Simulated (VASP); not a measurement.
PbSe, 2 atoms in the cell. It takes space group Pm-3m (No. 221, cubic). The conventional cell has a = 3.707 Å, b = 3.707 Å, c = 3.707 Å, α = 90.00°, β = 90.00°, γ = 90.00°. Pb (site symmetry m-3m) has 8 Se at 3.21 Å and 6 Pb at 3.71 Å within 4.2 Å. Se (site symmetry m-3m) has 8 Pb at 3.21 Å and 6 Se at 3.71 Å within 4.2 Å.  This cell differs from its parent crystal: volume scaled by 0.94.

```yaml
Program: VASP 6.6.1
Task: single point
Functional: LDA
Potentials_or_basis: VASP PAW LDA potentials, release 64 (Pb_d, Se)
Cutoff: 520 eV
k_mesh: 7 × 7 × 7
Occupations: fermi-dirac, width 0.05 eV
Spin: no spin polarisation
Dipole_correction: no
Further_INCAR_settings: ALGO = Normal; EDIFF = 1e-07; NBANDS = 17
```

Potentials or basis: VASP PAW LDA potentials, release 64 (Pb_d, Se).

The run is started by

```sh
$ cat potpaw_LDA.64/Pb_d/POTCAR potpaw_LDA.64/Se/POTCAR > POTCAR
$ mpirun -np 1 vasp_std > vasp.out
```

Hardware: 1 thread of AMD EPYC 7R13, on a shared host.

Question: How long does it take, and how much memory?

Answer: Run time: 25 s on 1 thread of AMD EPYC 7R13 (shared host), peak memory 0.12 GiB. Counts: scf iterations 12, k points 20.
